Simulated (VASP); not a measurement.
Write the native input for VASP 6.6.1 that does the following.

| Item | Value |
| --- | --- |
| Task | single point |
| Functional | PBE |
| Potentials or basis | VASP PAW PBE potentials, release 64 (Pb_d, S) |
| Cutoff | 520 eV |
| k mesh | 6 × 6 × 6 |
| Occupations | fermi-dirac, width 0.025 eV |
| Spin | no spin polarisation |
| Dipole correction | no |
| Further INCAR settings | ALGO = Normal; EDIFF = 1e-07; NBANDS = 17 |

The structure of PbS lies in POSCAR:

```
PbS
1.0
    4.0896976867      0.0000000000      0.0000000000
   -2.0448488433      3.5417820905      0.0000000000
    0.0000000000      0.0000000000      3.7881670000
Pb S
1 1
Direct
    0.0000000000      0.0000000000      0.0000000000
    0.6666666667      0.3333333333      0.5000000000
```

The input as run:

INCAR

```
SYSTEM = PbS
PREC = Accurate
ENCUT = 520
EDIFF = 1E-7
ISMEAR = -1
SIGMA = 0.025
LREAL = .FALSE.
LASPH = .TRUE.
NELM = 80
ALGO = Normal
ISIF = 2
LWAVE = .FALSE.
LCHARG = .TRUE.
GGA = PE
LELF = .TRUE.
LVHAR = .TRUE.
NBANDS = 17
```

KPOINTS

```
Automatic mesh
0
G
  6 6 6
  0 0 0
```

Potentials or basis: VASP PAW PBE potentials, release 64 (Pb_d, S).

Command:

```sh
$ cat potpaw_PBE.64/Pb_d/POTCAR potpaw_PBE.64/S/POTCAR > POTCAR
$ mpirun -np 1 vasp_std > vasp.out
```

It gave:

* Pressure: -0.3 GPa
* Band gap on the k mesh: zero (band 10 reaches 5.29 eV, above the bottom of band 11 at 4.86 eV)

Caveat: spin-orbit coupling is left out, which moves the levels of the heavy elements.

Run time: 16 s on 1 thread of Intel Xeon 6975P-C, with other jobs on the host, peak memory 0.17 GiB.
